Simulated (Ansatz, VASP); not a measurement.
# Be2NbP3 in VASP and in Ansatz

Contents of INCAR:

```
SYSTEM = Be2NbP3
  PREC = Accurate
  ENCUT = 600
  EDIFF = 1E-6
  ISMEAR = 0
  SIGMA = 0.1
  LREAL = .FALSE.
  LASPH = .TRUE.
  NELM = 80
  ALGO = Fast
  ISIF = 3
  LWAVE = .FALSE.
  LCHARG = .FALSE.
  GGA = PE
  IBRION = 2
  NSW = 100
  EDIFFG = -0.01
```

The input KPOINTS:

```
regular mesh
0
G
  9 9 12
  0 0 0
```

POSCAR

```
Be2NbP3
1.0
    5.0632906039      0.0000000000      0.0000000000
   -2.5316453020      4.3849382898      0.0000000000
    0.0000000000      0.0000000000      3.3697642132
Be Nb P
2 1 3
Direct
    0.3333333333      0.6666666667      0.0000000000
    0.6666666667      0.3333333333      0.0000000000
    0.0000000000      0.0000000000      0.0000000000
    0.5000000000      0.0000000000      0.5000000000
    0.5000000000      0.5000000000      0.5000000000
    0.0000000000      0.5000000000      0.5000000000
```

Input for Ansatz:

```yaml
crystal:
  lattice:
    - [5.0632906039, 0.0, 0.0]
    - [-2.531645302, 4.3849382898, 0.0]
    - [0.0, 0.0, 3.3697642132]
  atoms:
    - { symbol: Be, position: [0.3333333333, 0.6666666667, 0.0] }
    - { symbol: Be, position: [0.6666666667, 0.3333333333, 0.0] }
    - { symbol: Nb, position: [0.0, 0.0, 0.0] }
    - { symbol: P, position: [0.5, 0.0, 0.5] }
    - { symbol: P, position: [0.5, 0.5, 0.5] }
    - { symbol: P, position: [0.0, 0.5, 0.5] }
basis:
  ecutwfc: 420
kpoints:
  mp_grid: { grid: [9, 9, 12] }
hamiltonian:
  xc: pbe
scf:
  occupations: { method: gaussian, width: 0.1 }
output:
  forces: true
  stress: true
  eigenvalues: true
  write_density: true
  write_potential: true
  elf: true
  volumetric_format: npy
relax:
  adjacent_minimum: "off"
  f_tol: 0.01
  max_steps: 80
  cell: { stress_tol: 0.05 }
```

Change from the starting cell: species swapped into the YCo3B2 type (P6/mmm, No. 191).

Alike in both runs: task relaxation of cell and atoms; functional PBE; k mesh 9 × 9 × 12; occupations gaussian, width 0.1 eV; no spin polarisation.

|  | VASP | Ansatz |
| --- | --- | --- |
| version | VASP 6.6.1 | Ansatz 0.2.0 |
| potentials or method | VASP PAW PBE potentials, release 64 (Be, Nb_sv, P), cutoff 600 eV | scalar-relativistic, plane waves, PAW |
| valence electrons in the cell | 32 | 32 |

```csv
,VASP,Ansatz,Ansatz less VASP
"gap on the k mesh at the Fermi level, each at its own relaxed structure (eV)",none,none,-
relaxed volume (Å³/atom),12.54,12.55,+0.017
relaxed length of the cell vector where the two differ most in proportion (Å),5.076,5.080,+0.0042
```

A gap of «none» marks a metal or a gap that the smearing closes.
